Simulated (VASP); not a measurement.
# MgS in VASP: settings compared, part 2 of 3

VASP 6.6.1.

### Step 3. Single point, PBE (uniaxial z strain +3.0%)

INCAR

```
PREC = Accurate
ENCUT = 520
EDIFF = 1E-6
ISMEAR = 0
SIGMA = 0.01
LREAL = F
LASPH = T
NELM = 80
ALGO = Normal
ISIF = 2
LWAVE = F
LCHARG = F
GGA = PE
NBANDS = 11
```

KPOINTS

```
regular mesh
0
Gamma
  4 4 4
```

POSCAR

```
MgS
1.0
    0.0000000000      2.8308768412      2.9158031465
    2.8308768412      0.0000000000      2.9158031465
    2.8308768412      2.8308768412      0.0000000000
Mg S
1 1
Direct
    0.0000000000      0.0000000000      0.0000000000
    0.2500000000      0.2500000000      0.2500000000
```

Potentials or basis: VASP PAW PBE potentials, release 64 (Mg, S).

Command:

```
cat potpaw_PBE.64/Mg/POTCAR potpaw_PBE.64/S/POTCAR > POTCAR
mpirun -np 1 vasp_std > vasp.out
```

OUTCAR:

```text
PREC = Accurate
   ENCUT = 520
   EDIFF = 1E-6
   ISMEAR = 0
   LREAL = F
   LASPH = T
   NELM = 80
   ISIF = 2
   GGA = PE

 ion  position               nearest neighbor table
   1  0.000  0.000  0.000-   2 2.48   2 2.48   2 2.48   2 2.48
   2  0.250  0.250  0.250-   1 2.48   1 2.48   1 2.48   1 2.48

  LATTYP: Found a body centered tetragonal cell.
 ALAT       =     4.0034644222
 C/A-ratio  =     1.4566399693

  Lattice vectors:

 A1 = (  -2.8308768412,   0.0000000000,   2.9158031465)
 A2 = (   2.8308768412,   0.0000000000,   2.9158031465)
 A3 = (   0.0000000000,   2.8308768412,  -2.9158031465)

Analysis of symmetry for initial positions (statically):
=====================================================================
 Subroutine PRICEL returns:
 Original cell was already a primitive cell.

 Routine SETGRP: Setting up the symmetry group for a
 body centered tetragonal supercell.

 Subroutine GETGRP returns: Found  8 space group operations
 (whereof  8 operations were pure point group operations)
 out of a pool of 16 trial point group operations.

The static configuration has the point symmetry D_2d.

Analysis of symmetry for dynamics (positions and initial velocities):
=====================================================================
 Subroutine PRICEL returns:
 Original cell was already a primitive cell.

 Routine SETGRP: Setting up the symmetry group for a
 body centered tetragonal supercell.

 Subroutine GETGRP returns: Found  8 space group operations
 (whereof  8 operations were pure point group operations)
 out of a pool of 16 trial point group operations.

The dynamic configuration has the point symmetry D_2d.

 Subroutine INISYM returns: Found  8 space group operations
 (whereof  8 operations are pure point group operations),
 and found     1 'primitive' translations

----------------------------------------------------------------------------------------

                                     Primitive cell

  volume of cell :      46.7337

  direct lattice vectors                    reciprocal lattice vectors
     0.000000000  2.830876841  2.915803147    -0.176623721  0.176623721  0.171479340
     2.830876841  0.000000000  2.915803147     0.176623721 -0.176623721  0.171479340
     2.830876841  2.830876841  0.000000000     0.176623721  0.176623721 -0.171479340

  length of vectors
     4.063960098  4.063960098  4.003464422     0.302980266  0.302980266  0.302980266

  position of ions in fractional coordinates (direct lattice)
     0.000000000  0.000000000  0.000000000
     0.250000000  0.250000000  0.250000000

  ion indices of the primitive-cell ions
   primitive index   ion index
                 1           1
                 2           2

----------------------------------------------------------------------------------------

 KPOINTS: regular mesh

Automatic generation of k-mesh.
 Grid dimensions read from file:
 generate k-points for:    4    4    4

 Generating k-lattice:

  Cartesian coordinates                     Fractional coordinates (reciprocal lattice)
    -0.044155930  0.044155930  0.042869835     0.250000000  0.000000000  0.000000000
     0.044155930 -0.044155930  0.042869835     0.000000000  0.250000000  0.000000000
[... 26 lines left out ...]
  0.500000  0.000000  0.500000      2.000000
 -0.250000  0.250000  0.500000      2.000000
   k-points           NKPTS =     13   k-points in BZ     NKDIM =     13   number of bands    NBANDS=     11
   number of dos      NEDOS =    301   number of ions     NIONS =      2
   total plane-waves  NPLWV =  27000
   dimension x,y,z NGX =    30 NGY =   30 NGZ =   30
   dimension x,y,z NGXF=    60 NGYF=   60 NGZF=   60
   ions per type =               1   1
   NGX,Y,Z   is equivalent  to a cutoff of  12.27, 12.27, 12.46 a.u.
   NGXF,Y,Z  is equivalent  to a cutoff of  24.54, 24.54, 24.92 a.u.
 SYSTEM =  unknown system
   PREC   = accura    normal or accurate (medium, high low for compatibility)
   ISTART =      0    job   : 0-new  1-cont  2-samecut
   ICHARG =      2    charge: 1-file 2-atom 10-const
   ISPIN  =      1    spin polarized calculation?
   LNONCOLLINEAR =      F non collinear calculations
   LSORBIT =      F    spin-orbit coupling
   LASPH  =      T    aspherical Exc in radial PAW
   ENCUT  =  520.0 eV  38.22 Ry    6.18 a.u.   7.56  7.56  7.44*2*pi/ulx,y,z
   NELM   =     80;   NELMIN=  2; NELMDL= -5     # of ELM steps
   EDIFF  = 0.1E-05   stopping-criterion for ELM
   LREAL  =      F    real-space projection
   EDIFFG = 0.1E-04   stopping-criterion for IOM
   NSW    =      0    number of steps for IOM
   IBRION =     -1    ionic relax: 0-MD 1-quasi-New 2-CG
   NFREE  =      0    steps in history (QN), initial steepest desc. (CG)
   ISIF   =      2    stress and relaxation
   ISYM   =      2    0-nonsym 1-usesym 2-fastsym
   POTIM  = 0.5000    time-step for ionic-motion
   TEBEG  =    0.0;   TEEND  =   0.0 temperature during run
   PSTRESS=    0.0 pullay stress
   NELECT =       8.0000    total number of electrons
   NUPDOWN=      -1.0000    fix difference up-down
   EMIN   =  10.00;   EMAX   =-10.00  energy-range for DOS
   EFERMI =   0.00;   METHOD = LEGACY
   ISMEAR =     0;   SIGMA  =   0.01  broadening in eV -4-tet -1-fermi 0-gaus
   EFERMI_NEDOS =   21; number of points for ismear=-14 and -15
   IALGO  =     38    algorithm
   IMIX   =      4    mixing-type and parameters
     AMIX     =   0.40;   BMIX     =  1.00
     AMIX_MAG =   1.60;   BMIX_MAG =  1.00
  volume/ion in A,a.u.               =      23.37       157.69
  Fermi-wavevector in a.u.,A,eV,Ry     =   0.908995  1.717751 11.242109  0.826272
  Thomas-Fermi vector in A             =   2.032987
   LORBIT       =      0    0 simple, 1 ext, 2 COOP (PROOUT), +10 PAW based schemes
   GGA     = PE    functional components
   LHFCALC =     F    Hartree Fock is set to
   AEXX    =    0.0000 exact exchange contribution
   IVDW    =     0    specifies the selected vdW correction
   LEPSILON=     F    determine dielectric tensor
   LRPA    =     F    only Hartree local field effects (RPA)
 non-spin polarized calculation
 Gauss-broadening in eV      SIGMA  =   0.01
  energy-cutoff  :      520.00
  volume of cell :       46.73
 maximum number of plane-waves:      1277
   NGX = 15   NGY = 15   NGZ = 15

 number of electron       8.0000001 magnetization

 Free energy of the ion-electron system (eV)
  ---------------------------------------------------
  ext. energy  EPLUGINS =         0.00000000
  ---------------------------------------------------
  free energy    TOTEN  =        -8.45572617 eV

  energy without entropy =       -8.45572617  energy(sigma->0) =       -8.45572617

 E-fermi :   1.0442     XC(G=0):  -8.2729

 val. band max:        0.9230335676   @ k =   0.0000   0.0000   0.0000
 cond. band min:       4.1995355302   @ k =   0.0000   0.0000   0.0000
 fundamental gap:      3.2765019625
 Fermi energy:         1.0441596714

 k-point     1 :       0.0000    0.0000    0.0000
  band No.  band energies     occupation
      1     -10.2758      2.00000
      2       0.8420      2.00000
      3       0.9230      2.00000
      4       0.9230      2.00000
      5       4.1995      0.00000
      6       8.7497      0.00000
      7       8.7715      0.00000
      8       8.7715      0.00000
      9      11.4019      0.00000
     10      11.9013      0.00000
     11      14.2049      0.00000
[... 155 lines left out ...]
 k-point    13 :      -0.2500    0.2500    0.5000
  band No.  band energies     occupation
      1      -9.4095      2.00000
      2      -1.3308      2.00000
      3      -0.8615      2.00000
      4      -0.3824      2.00000
      5       6.2941      0.00000
      6       8.5317      0.00000
      7       8.9470      0.00000
      8       9.0833      0.00000
      9      13.3890      0.00000
     10      14.6293      0.00000
     11      14.8427      0.00000

------------------------ aborting loop because EDIFF is reached ----------------------------------------

  FORCE on cell =-STRESS in cart. coord.  units (eV):
  Direction    XX          YY          ZZ          XY          YZ          ZX
  --------------------------------------------------------------------------------------
  -------------------------------------------------------------------------------------
  Total       -0.1227808     -0.1227808     -0.3417555      0.0000000      0.0000000     -0.0000000
  in kB       -4.2093115     -4.2093115    -11.7164471      0.0000000      0.0000000     -0.0000000
  external PRESSURE =      -6.7116901 kB  Pullay stress =       0.0000000 kB

 VOLUME and BASIS-vectors are now :
 -----------------------------------------------------------------------------
  energy-cutoff  :      520.00
  volume of cell :       46.73
      direct lattice vectors                 reciprocal lattice vectors
     0.000000000  2.830876841  2.915803147    -0.176623721  0.176623721  0.171479340
     2.830876841  0.000000000  2.915803147     0.176623721 -0.176623721  0.171479340
     2.830876841  2.830876841  0.000000000     0.176623721  0.176623721 -0.171479340

 POSITION                                       TOTAL-FORCE (eV/Angst)
 -----------------------------------------------------------------------------------
      0.00000      0.00000      0.00000        -0.000000     -0.000000      0.000000
      1.41544      1.41544      1.45790         0.000000      0.000000     -0.000000
 -----------------------------------------------------------------------------------
    total drift:                               -0.000000     -0.000000      0.000000

  FREE ENERGIE OF THE ION-ELECTRON SYSTEM (eV)
  ---------------------------------------------------
  free  energy   TOTEN  =        -8.4557261723 eV

  energy  without entropy=       -8.4557261723  energy(sigma->0) =       -8.45572617
```

Run time: 13 s. Hardware: 1 thread of Intel Xeon Platinum 8375C at 2.90GHz (Ice Lake), shared host; peak memory 0.16 GiB.

What came out:

| Property | Result |
| --- | --- |
| Free energy | -8.4557 eV |
| Pressure | -0.7 GPa |
| Band gap on the k mesh | 3.28 eV, direct |

Caveat: the k points lie up to 0.48 Å⁻¹ apart; the cell differs from its parent crystal (uniaxial z strain +3.0%).

### Step 4. Single point, PBE (uniaxial z strain +4.0%)

INCAR is that of step 3.

KPOINTS is that of step 3.

POSCAR

```
MgS
1.0
    0.0000000000      2.8308768412      2.9441119149
    2.8308768412      0.0000000000      2.9441119149
    2.8308768412      2.8308768412      0.0000000000
Mg S
1 1
Direct
    0.0000000000      0.0000000000      0.0000000000
    0.2500000000      0.2500000000      0.2500000000
```

Potentials or basis: VASP PAW PBE potentials, release 64 (Mg, S).

Command:

```
cat potpaw_PBE.64/Mg/POTCAR potpaw_PBE.64/S/POTCAR > POTCAR
mpirun -np 1 vasp_std > vasp.out
```

OUTCAR:

```text
PREC = Accurate
   ENCUT = 520
   EDIFF = 1E-6
   ISMEAR = 0
   LREAL = F
   LASPH = T
   NELM = 80
   ISIF = 2
   GGA = PE

 ion  position               nearest neighbor table
   1  0.000  0.000  0.000-   2 2.48   2 2.48   2 2.48   2 2.48
   2  0.250  0.250  0.250-   1 2.48   1 2.48   1 2.48   1 2.48

  LATTYP: Found a body centered tetragonal cell.
 ALAT       =     4.0034644222
 C/A-ratio  =     1.4707821049

  Lattice vectors:

[... 352 lines left out ...]
     10      14.5587      0.00000
     11      14.8187      0.00000

------------------------ aborting loop because EDIFF is reached ----------------------------------------

  FORCE on cell =-STRESS in cart. coord.  units (eV):
  Direction    XX          YY          ZZ          XY          YZ          ZX
  --------------------------------------------------------------------------------------
  -------------------------------------------------------------------------------------
  Total       -0.2479557     -0.2479557     -0.5555130      0.0000000      0.0000000      0.0000000
  in kB       -8.4189600     -8.4189600    -18.8616016      0.0000000      0.0000000      0.0000000
  external PRESSURE =     -11.8998405 kB  Pullay stress =       0.0000000 kB

 VOLUME and BASIS-vectors are now :
 -----------------------------------------------------------------------------
  energy-cutoff  :      520.00
  volume of cell :       47.19
      direct lattice vectors                 reciprocal lattice vectors
     0.000000000  2.830876841  2.944111915    -0.176623721  0.176623721  0.169830500
     2.830876841  0.000000000  2.944111915     0.176623721 -0.176623721  0.169830500
     2.830876841  2.830876841  0.000000000     0.176623721  0.176623721 -0.169830500

 POSITION                                       TOTAL-FORCE (eV/Angst)
 -----------------------------------------------------------------------------------
      0.00000      0.00000      0.00000        -0.000000     -0.000000      0.000000
      1.41544      1.41544      1.47206         0.000000      0.000000     -0.000000
 -----------------------------------------------------------------------------------
    total drift:                               -0.000000     -0.000000      0.000000

  FREE ENERGIE OF THE ION-ELECTRON SYSTEM (eV)
  ---------------------------------------------------
  free  energy   TOTEN  =        -8.4514507234 eV

  energy  without entropy=       -8.4514507234  energy(sigma->0) =       -8.45145072
```

OSZICAR:

```text
N       E                     dE             d eps       ncg     rms          rms(c)
DAV:   1     0.232095444986E+02    0.23210E+02   -0.32522E+03   286   0.559E+02
DAV:   2    -0.706607253271E+01   -0.30276E+02   -0.29421E+02   356   0.974E+01
DAV:   3    -0.896857483376E+01   -0.19025E+01   -0.18996E+01   346   0.271E+01
DAV:   4    -0.898500393397E+01   -0.16429E-01   -0.16427E-01   353   0.301E+00
DAV:   5    -0.898522510725E+01   -0.22117E-03   -0.22117E-03   368   0.348E-01    0.395E+00
DAV:   6    -0.847829981267E+01    0.50693E+00   -0.12761E+00   310   0.417E+00    0.298E+00
DAV:   7    -0.844405478378E+01    0.34245E-01   -0.27301E-01   352   0.212E+00    0.235E+00
DAV:   8    -0.845221986893E+01   -0.81651E-02   -0.25757E-02   316   0.965E-01    0.135E+00
DAV:   9    -0.845122386572E+01    0.99600E-03   -0.26335E-03   346   0.251E-01    0.464E-01
DAV:  10    -0.845144214570E+01   -0.21828E-03   -0.79023E-04   331   0.130E-01    0.101E-01
DAV:  11    -0.845144959209E+01   -0.74464E-05   -0.59562E-05   346   0.319E-02    0.661E-02
DAV:  12    -0.845145073693E+01   -0.11448E-05   -0.96992E-06   328   0.148E-02    0.599E-03
DAV:  13    -0.845145072344E+01    0.13499E-07   -0.38380E-07   324   0.310E-03
   1 F= -.84514507E+01 E0= -.84514507E+01  d E =-.294046E-13
```

Run time: 12 s. Hardware: 1 thread of Intel Xeon Platinum 8375C at 2.90GHz (Ice Lake), shared host; peak memory 0.16 GiB.

What came out:

* Free energy: -8.4515 eV
* Pressure: -1.2 GPa
* Band gap on the k mesh: 3.22 eV, direct

Levels at points of the mesh, in eV from the valence-band top:
```
           k point  band 2  band 3  band 4  band 5  band 6  band 7
(0.00, 0.00, 0.00)   -0.11    0.00    0.00    3.22    7.79    7.82
(0.50, 0.00, 0.00)   -3.04   -0.45   -0.26    4.90    7.39    7.72
(0.50, 0.50, 0.00)   -2.86   -0.90   -0.90    3.93    5.73   10.45
(0.50, 0.00, 0.50)   -2.68   -1.09   -1.07    3.84    5.45   10.88
```

Caveat: the k points lie up to 0.47 Å⁻¹ apart; the cell differs from its parent crystal (uniaxial z strain +4.0%).

(Continued in part 3 of 3.)
